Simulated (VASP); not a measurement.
A run of VASP 6.6.1:

File INCAR:

```
  PREC = Accurate
  ENCUT = 600
  EDIFF = 1E-7
  ISMEAR = -1
  SIGMA = 0.05
  LREAL = F
  LASPH = T
  NELM = 150
  ALGO = Normal
  ISIF = 3
  LWAVE = F
  LCHARG = F
  ISPIN = 2
  MAGMOM = 2.5 2.5 2.5
  LORBIT = 11
  LMAXMIX = 4
  IBRION = 2
  NSW = 32
  EDIFFG = -0.005
  PSTRESS = 310.0
```

The input KPOINTS:

```
Automatic mesh
0
Gamma
  10 10 13
```

The input POSCAR:

```
Fe
1.0
    3.6807492721      0.0000000000      0.0000000000
   -1.8403746360      3.1876223746      0.0000000000
    0.0000000000      0.0000000000      2.3013427708
Fe
3
Direct
    0.0000000000      0.0000000000      0.0000000000
    0.3333333333      0.6666666667      0.5000000000
    0.6666666667      0.3333333333      0.5000000000
```

Potentials or basis: VASP PAW LDA potentials, release 64 (Fe).

Run with:

```bash
$ cat potpaw_LDA.64/Fe/POTCAR > POTCAR
$ mpirun -np 1 vasp_std > vasp.out
```

Hardware: 1 thread of Intel(R) Xeon(R) 6975P-C (Granite Rapids) (shared host).

Problem. How long does it take, and how much memory?

Solution. Wall time 8.6 min on 1 thread of Intel(R) Xeon(R) 6975P-C (Granite Rapids), with other jobs on the host, peak memory 0.2 GiB. Counts: scf iterations 51, k points 98, ion steps 6.
